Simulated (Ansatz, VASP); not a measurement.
SnTe in VASP and in Ansatz

Contents of INCAR:

```
  PREC = Accurate
  ENCUT = 520
  EDIFF = 1E-6
  ISMEAR = 0
  SIGMA = 0.02
  LREAL = F
  LASPH = T
  NELM = 80
  ALGO = Normal
  ISIF = 2
  LWAVE = F
  LCHARG = F
  GGA = PE
  NBANDS = 28
```

Contents of KPOINTS:

```
Automatic mesh
0
Gamma
  6 6 4
```

File POSCAR:

```
SnTe
1.0
    5.4250021253      0.0000000000      0.0000000000
   -2.7125010627      4.6981896560      0.0000000000
    0.0000000000      0.0000000000      6.5114328278
Sn Te
2 2
Direct
    0.3333333333      0.6666666667      0.9548237551
    0.6666666667      0.3333333333      0.4548237551
    0.3333333333      0.6666666667      0.4301762349
    0.6666666667      0.3333333333      0.9301762349
```

Input for Ansatz:

```yaml
crystal:
  lattice:
    - [5.4250021253, 0.0, 0.0]
    - [-2.7125010627, 4.698189656, 0.0]
    - [0.0, 0.0, 6.5114328278]
  atoms:
    - { symbol: Sn, position: [0.3333333333, 0.6666666667, 0.9548237551] }
    - { symbol: Sn, position: [0.6666666667, 0.3333333333, 0.4548237551] }
    - { symbol: Te, position: [0.3333333333, 0.6666666667, 0.4301762349] }
    - { symbol: Te, position: [0.6666666667, 0.3333333333, 0.9301762349] }
basis:
  ecutwfc: 420
kpoints:
  mp_grid: { grid: [6, 6, 4] }
  band_path:
    path:
      - [[0.0, 0.0, 0.0], [0.5, 0.0, 0.0], [0.33333333, 0.33333333, 0.0], [0.0, 0.0, 0.0], [0.0, 0.0, 0.5], [0.5, 0.0, 0.5], [0.33333333, 0.33333333, 0.5], [0.0, 0.0, 0.5]]
      - [[0.5, 0.0, 0.5], [0.5, 0.0, 0.0]]
      - [[0.33333333, 0.33333333, 0.5], [0.33333333, 0.33333333, 0.0]]
    npoints: 14
hamiltonian:
  xc: pbe
scf:
  occupations: { method: gaussian, width: 0.02 }
  n_extra_bands: 10
output:
  forces: true
  stress: true
  eigenvalues: true
  populations: true
  dos: { projected: true, de: 0.02, nscf_kmesh: { grid: [9, 9, 6] } }
  bader: true
  write_density: true
  write_potential: true
  elf: true
  volumetric_format: npy
```

Alike in both runs: task single point; functional PBE; k mesh 6 × 6 × 4; occupations gaussian, width 0.02 eV; no spin polarisation.

```csv
,VASP,Ansatz
version,VASP 6.6.1,Ansatz 0.2.0
potentials or method,"VASP PAW PBE potentials, release 64 (Sn_d, Te), cutoff 520 eV","scalar-relativistic, plane waves, PAW"
valence electrons in the cell,40,60
```

```csv
,VASP,Ansatz,Ansatz less VASP
gap on the k mesh at the Fermi level (eV),0.64,0.64,+0.002
least direct gap on the mesh (eV),0.64,0.64,0.000
pressure (GPa),0.0,0.0,+0.01
```

The functional is the same, so the differences come from potentials, cutoffs and numerics. VASP's potentials hold 40 valence electrons a cell and Ansatz's 60, so a difference there can come from the potentials and not from the codes.

Neither program's run includes spin-orbit coupling.
